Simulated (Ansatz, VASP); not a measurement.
Two plane-wave programs on ZnBrF

```xyz
6
Lattice="4.3658 0.0000 0.0000 0.0000 4.3658 0.0000 0.0000 0.0000 5.7912" Properties=species:S:1:pos:R:3 pbc="T T T"
Zn    2.1829    0.0000    4.6115
Zn    0.0000    2.1829    1.1796
Br    2.1829    2.1829    2.8956
Br    0.0000    0.0000    2.8956
F     0.0000    0.0000    0.0000
F     2.1829    2.1829    0.0000
```

Alike in both runs: functional PBE; k mesh 10 × 10 × 8; occupations gaussian, width 0.1 eV; no spin polarisation.

Ansatz relaxed the structure, and its values are those at the end. VASP's run is a single point on that final structure, the one shown.

|  | VASP | Ansatz |
| --- | --- | --- |
| version | VASP 6.6.1 | Ansatz 0.2.0 |
| potentials or method | VASP PAW PBE potentials, release 64 (Zn, Br, F), cutoff 520 eV | scalar-relativistic, plane waves, PAW |
| valence electrons in the cell | 52 | 52 |

|  | VASP | Ansatz | Ansatz less VASP |
| --- | --- | --- | --- |
| gap on the k mesh at the Fermi level (eV) | none | none | - |
| pressure (GPa) | 0.0 | 0.0 | -0.02 |

A gap of «none» marks a metal or a gap that the smearing closes. With one functional, cell and mesh, what is left measures potentials, basis and numerics.
